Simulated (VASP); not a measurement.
O: density of states with LDA

Crystal: O.

```
CELL_PARAMETERS angstrom
1.76177 0.00000 0.00000
0.00000 1.76177 0.00000
0.00000 0.00000 2.92787
ATOMIC_POSITIONS crystal
O 0.00000 0.00000 0.00000
```

```
Program                 : VASP 6.6.1
Task                    : density of states
Functional              : LDA
Potentials or basis     : VASP PAW LDA potentials, release 64 (O)
Cutoff                  : 520 eV
k mesh                  : 14 × 14 × 9
Occupations             : methfessel-paxton, width 0.1 eV
Spin                    : no spin polarisation
Dipole correction       : no
k mesh for the DOS      : 21 × 21 × 14
Occupations for the DOS : tetrahedron
Further INCAR settings  : ALGO = Normal; EDIFF = 1e-06; NBANDS = 9
```

| Quantity | Value |
| --- | --- |
| Valence electrons inside the program's atomic spheres | O 4.64 |

Levels at points of the mesh, in eV from the Fermi level:
| k point | band 1 | band 2 | band 3 | band 4 | band 5 | band 6 | band 7 | band 8 |
| --- | --- | --- | --- | --- | --- | --- | --- | --- |
| (0.00, 0.00, 0.00) | -23.05 | -4.61 | 3.72 | 3.72 | 8.34 | 29.25 | 30.12 | 34.07 |
| (0.00, 0.00, 0.50) | -22.75 | -6.89 | 3.74 | 3.74 | 13.58 | 25.54 | 33.11 | 34.79 |

It took 28 s on 1 thread of AMD EPYC 7R13 Processor (Zen 3), with other jobs on the host, peak memory 0.12 GiB.
